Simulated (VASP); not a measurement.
Zn: elastic constants with LDA

Zn:

```
CELL_PARAMETERS angstrom
0.00000 1.96478 1.96478
1.96478 0.00000 1.96478
1.96478 1.96478 0.00000
ATOMIC_POSITIONS crystal
Zn 0.00000 0.00000 0.00000
```

```json
{
  "Program": "VASP 6.6.1",
  "Task": "elastic constants",
  "Functional": "LDA",
  "Potentials or basis": "VASP PAW LDA potentials, release 64 (Zn)",
  "Cutoff": "500 eV",
  "k mesh": "7 × 7 × 7",
  "Occupations": "methfessel-paxton, width 0.025 eV",
  "Spin": "collinear spin, ferromagnetic start",
  "Starting moments": "[0.5] μB",
  "Dipole correction": "no",
  "Ions in elastic constants": "relaxed",
  "Further INCAR settings": "ALGO = Normal; EDIFF = 1e-08; NBANDS = 16; IBRION = 6; POTIM = 0.015; NSW = 1; ISIF = 3"
}
```

```
Net moment                                            : 0.00 μB per cell
Valence electrons inside the program's atomic spheres : Zn 10.76
Elastic constants C11, C12, C44                       : 191, 2, 80 GPa
Voigt bulk modulus                                    : 65 GPa
```

Elastic tensor in Voigt notation (GPa, in the Cartesian axes of the cell as first typed):
```
191   2   2   0   0   0
  2 191   2   0   0   0
  2   2 191   0   0   0
  0   0   0  80   0   0
  0   0   0   0  80   0
  0   0   0   0   0  80
```

Clamped-ion elastic tensor (GPa):
```
191   2   2   0   0   0
  2 191   2   0   0   0
  2   2 191   0   0   0
  0   0   0  80   0   0
  0   0   0   0  80   0
  0   0   0   0   0  80
```

Wall time 2.1 min on 1 thread of AMD EPYC 9R45 96-Core Processor (Zen 5) (shared host), peak memory 0.14 GiB.

Caveat: the k points lie up to 0.40 Å⁻¹ apart; the cell is under stress, which shifts elastic constants.
